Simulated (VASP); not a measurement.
Input of a VASP 6.6.1 run:

The input INCAR:

```
SYSTEM = CuI
ALGO     = Normal         ! electronic algorithm
EDIFF    = 1E-7           ! SCF threshold, eV
ENCUT    = 520            ! plane-wave cutoff, eV
GGA      = PE             ! functional
ISIF     = 2              ! what is computed and relaxed
ISMEAR   = -1             ! smearing method
LASPH    = .True.         ! aspherical terms in the spheres
LCHARG   = .False.        ! write CHGCAR
LREAL    = .False.        ! projectors in reciprocal space
LWAVE    = .False.        ! write WAVECAR
NBANDS   = 16             ! bands
NELM     = 80             ! most SCF steps
PREC     = Accurate       ! precision mode
SIGMA    = 0.05           ! smearing width, eV
```

File KPOINTS:

```
k-points
0
Gamma
  8 8 8
  0 0 0
```

File POSCAR:

```
CuI
1.0
    0.0000000000      2.8234073798      2.8234073798
    2.8234073798      0.0000000000      2.8234073798
    2.8234073798      2.8234073798      0.0000000000
I Cu
1 1
Direct
    0.5000000000      0.5000000000      0.5000000000
    0.0000000000      0.0000000000      0.0000000000
```

Potentials or basis: VASP PAW PBE potentials, release 64 (I, Cu).

The run is started by

```console
$ cat potpaw_PBE.64/I/POTCAR potpaw_PBE.64/Cu/POTCAR > POTCAR
$ mpirun -np 1 vasp_std > vasp.out
```

**Question.** Estimate the band gap on the k mesh.

**Answer.** Zero (band 9 reaches 6.75 eV, above the bottom of band 10 at 6.23 eV).

**Question.** What does it give for the pressure?

**Answer.** 2.5 GPa.

Caveat: spin-orbit coupling is left out, which moves the levels of the heavy elements; semilocal functionals often make such compounds metallic where correlation or magnetic order opens a gap, which also shifts bond lengths.
